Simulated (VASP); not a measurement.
Set up this calculation in VASP 6.6.1, as the native input.

* Task: single point
* Functional: PBE
* Potentials or basis: VASP PAW PBE potentials, release 64 (Tl_d, Cl)
* Cutoff: 500 eV
* k mesh: 5 × 5 × 5
* Occupations: gaussian, width 0.01 eV
* Spin: no spin polarisation
* Dipole correction: no
* Further INCAR settings: ALGO = Normal; EDIFF = 1e-06; NBANDS = 17

The structure of TlCl lies in POSCAR:

```
TlCl
1.0
    3.8340000000      0.0000000000      0.0000000000
    0.0000000000      3.8340000000      0.0000000000
    0.0000000000      0.0000000000      3.8340000000
Tl Cl
1 1
Direct
    0.0000000000      0.0000000000      0.0000000000
    0.5000000000      0.5000000000      0.5000000000
```

These files were run (other wordings do the same):

INCAR

```
SYSTEM = TlCl
PREC = Accurate
ENCUT = 500
EDIFF = 1E-6
ISMEAR = 0
SIGMA = 0.01
LREAL = .False.
LASPH = .True.
NELM = 120
ALGO = Normal
ISIF = 2
LWAVE = .False.
LCHARG = .True.
GGA = PE
LELF = .True.
LVHAR = .True.
NBANDS = 17
GGA_COMPAT = .False.
```

KPOINTS

```
regular mesh
0
Gamma
  5 5 5
  0 0 0
```

Potentials or basis: VASP PAW PBE potentials, release 64 (Tl_d, Cl).

The run is started by

```sh
$ cat potpaw_PBE.64/Tl_d/POTCAR potpaw_PBE.64/Cl/POTCAR > POTCAR
$ mpirun -np 1 vasp_std > vasp.out
```

It gave:

| Quantity | Value |
| --- | --- |
| Pressure | 1.2 GPa |
| Band gap on the k mesh | 2.92 eV, direct |

Caveat: spin-orbit coupling is left out, which moves the levels of the heavy elements.

It took 4.6 s on 1 thread of AMD EPYC 9R45 96-Core Processor (Zen 5) (shared host), peak memory 0.12 GiB.
